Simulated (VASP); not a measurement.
Here is a VASP 6.6.1 calculation.

File INCAR:

```
ALGO = Normal
EDIFF = 1E-7
EDIFFG = -0.002
ENCUT = 520
GGA = PE
GGA_COMPAT = False
IBRION = 2
ISIF = 2
ISMEAR = 0
LASPH = True
LCHARG = False
LREAL = False
LWAVE = False
NELM = 120
NELMIN = 4
NSW = 60
PREC = Accurate
SIGMA = 0.01
```

KPOINTS

```
k-points
0
Gamma
  10 10 10
```

Contents of POSCAR:

```
YN
1.0
    0.0000000000      2.4456322213      2.4897931643
    2.4456322213      0.0000000000      2.4897931643
    2.4456322213      2.4456322213      0.0000000000
Y N
1 1
Direct
    0.0000000000      0.0000000000      0.0000000000
    0.5000000000      0.5000000000      0.5000000000
```

Potentials or basis: VASP PAW PBE potentials, release 64 (Y_sv, N).

Launch:

```sh
$ cat potpaw_PBE.64/Y_sv/POTCAR potpaw_PBE.64/N/POTCAR > POTCAR
$ mpirun -np 1 vasp_std > vasp.out
```

Question: Estimate the band gap on the k mesh.

Answer: 0.18 eV (least direct gap 0.59 eV).

Final structure:
```yaml
crystal:
  lattice:
    - [0.00000, 2.44563, 2.48979]
    - [2.44563, 0.00000, 2.48979]
    - [2.44563, 2.44563, 0.00000]
  atoms:
    - { symbol: Y, position: [0.00000, 0.00000, 0.00000] }
    - { symbol: N, position: [0.50000, 0.50000, 0.50000] }
```

Caveat: the cell differs from its parent crystal (strained cell); the relaxation stopped at its first step, so nothing moved. A k mesh can miss the band edges.
